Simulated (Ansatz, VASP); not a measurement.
# One calculation of MgI2, two programs

```xyz
3
Lattice="5.9673 0.0000 0.0000 0.0000 5.9673 0.0000 0.0000 0.0000 5.9673" Properties=species:S:1:pos:R:3 pbc="T T T"
Mg    0.0000    0.0000    0.0000
I     2.9837    0.0000    0.0000
I     0.0000    2.9837    0.0000
```

Change from the starting cell: ordered vacancies on the anion sites of rhenium trioxide (P4/mmm, No. 123).

Alike in both runs: task single point; functional PBE; k mesh 4 × 4 × 4; occupations gaussian, width 0.1 eV; no spin polarisation.

```csv
,VASP,Ansatz
version,VASP 6.6.1,Ansatz 0.2.0
potentials or method,"VASP PAW PBE potentials, release 64 (Mg, I), cutoff 520 eV","scalar-relativistic, plane waves, PAW"
valence electrons in the cell,16,44
```

Ansatz gave:

| Quantity | Value |
| --- | --- |
| gap on the k mesh at the Fermi level (eV) | 0.15 |
| least direct gap on the mesh (eV) | 0.75 |
| pressure (GPa) | -1.7 |
| traceless stress, the component that is largest in VASP (GPa) | 1.82 |

Problem. What did VASP give for the same quantities?

Solution. gap on the k mesh at the Fermi level (eV): 0.14; least direct gap on the mesh (eV): 0.73; pressure (GPa): -1.7; traceless stress, the component that is largest in VASP (GPa): 1.83.

VASP's potentials hold 16 valence electrons a cell and Ansatz's 44, so a difference there can come from the potentials and not from the codes.

Neither program's run includes spin-orbit coupling.
